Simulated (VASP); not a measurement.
**H2C32O: single point with PBE**

The system is H2C32O, a slab with vacuum.

```xyz
35
Lattice="9.8640 0.0000 0.0000 -4.9320 8.5425 0.0000 0.0000 0.0000 13.0000" Properties=species:S:1:pos:R:3 pbc="T T T"
C    -0.0045   -0.0028    0.7983
C     1.2283    0.7094    0.7975
C    -1.2379    2.1338    0.7966
C    -0.0048    2.8453    0.7963
C    -2.4710    4.2690    0.7956
C    -1.2380    4.9806    0.7960
C    -3.7039    6.4041    0.7969
C    -2.4710    7.1161    0.7971
C     2.4610   -0.0027    0.7974
C     3.6937    0.7094    0.7975
C     1.2280    2.1332    0.7968
C     2.4609    2.8451    0.7967
C    -0.0050    4.2689    0.7961
C     1.2279    4.9805    0.7964
C    -1.2381    6.4041    0.7968
C    -0.0052    7.1158    0.7974
C     4.9265   -0.0029    0.7982
C     6.1597    0.7094    0.7985
C     3.6938    2.1332    0.7970
C     4.9267    2.8454    0.7969
C     2.4610    4.2688    0.7965
C     3.6940    4.9805    0.7966
C     1.2279    6.4040    0.7970
C     2.4610    7.1156    0.7974
C     7.3930   -0.0031    0.7983
C     8.6263    0.7095    0.7984
C     6.1600    2.1338    0.7971
C     7.3931    2.8456    0.7957
C     4.9270    4.2690    0.7965
C     6.1601    4.9806    0.7962
C     3.6941    6.4041    0.7970
C     4.9272    7.1158    0.7976
O     7.3816    1.2263    4.4537
H     6.5986    1.1818    3.8821
H     8.1087    0.9567    3.8703
```

```yaml
Program: VASP 6.6.1
Task: single point
Functional: PBE
Potentials_or_basis: VASP PAW PBE potentials, release 64 (C, O, H)
Cutoff: 520 eV
k_mesh: 2 × 2 × 1
Occupations: fermi-dirac, width 0.05 eV
Spin: no spin polarisation
Dipole_correction: no
Further_INCAR_settings: LREAL = Auto; ALGO = Normal; EDIFF = 1e-06; NBANDS = 91
```

The largest force is 0.106 eV/Å and the band gap on the k mesh is 1.96 eV.

Forces on the atoms (eV/Å):
```
C   -0.005 -0.004  0.001
C    0.005  0.003 -0.002
C   -0.008 -0.004  0.001
C    0.012  0.005  0.000
C   -0.008 -0.001 -0.001
C    0.009  0.003 -0.001
C   -0.008 -0.004  0.000
C    0.008  0.005  0.000
C   -0.008 -0.004  0.001
C    0.009  0.003  0.000
C   -0.008 -0.004  0.000
C    0.009  0.004  0.000
C   -0.008 -0.005 -0.001
C    0.009  0.004  0.000
C   -0.008 -0.004  0.000
C    0.008  0.006  0.001
C   -0.009 -0.004  0.000
C    0.007  0.002  0.000
C   -0.008 -0.004  0.000
C    0.006  0.005  0.000
C   -0.008 -0.004 -0.001
C    0.009  0.005  0.000
C   -0.008 -0.004  0.000
C    0.008  0.004  0.001
C   -0.008 -0.003 -0.001
C    0.002  0.002  0.000
C   -0.007 -0.005  0.002
C    0.009  0.004 -0.001
C   -0.008 -0.004 -0.001
C    0.010  0.003 -0.001
C   -0.009 -0.004  0.000
C    0.007  0.005  0.001
O    0.004  0.015  0.061
H   -0.101  0.007 -0.031
H    0.095 -0.022 -0.031
```

Levels at points of the mesh, in eV from the valence-band top:
| k point | band 64 | band 65 | band 66 | band 67 | band 68 | band 69 | band 70 | band 71 | band 72 | band 73 |
| --- | --- | --- | --- | --- | --- | --- | --- | --- | --- | --- |
| (0.00, 0.00, 0.00) | -1.71 | -1.64 | -1.34 | -1.34 | -1.34 | 2.69 | 2.69 | 2.70 | 3.82 | 3.82 |
| (0.50, 0.00, 0.00) | -1.55 | -1.53 | -1.53 | -0.01 | 0.00 | 1.96 | 1.97 | 3.24 | 3.24 | 3.26 |
| (0.00, 0.50, 0.00) | -1.55 | -1.53 | -1.53 | 0.00 | 0.00 | 1.96 | 1.97 | 3.23 | 3.24 | 3.26 |
| (0.50, 0.50, 0.00) | -1.54 | -1.54 | -1.53 | -0.01 | 0.00 | 1.96 | 1.97 | 3.24 | 3.25 | 3.25 |

It took 12 min on 1 thread of Intel(R) Xeon(R) 6975P-C (Granite Rapids), with other jobs on the host, peak memory 1.2 GiB.

Caveat: there is no dipole correction, which matters where the two faces differ.
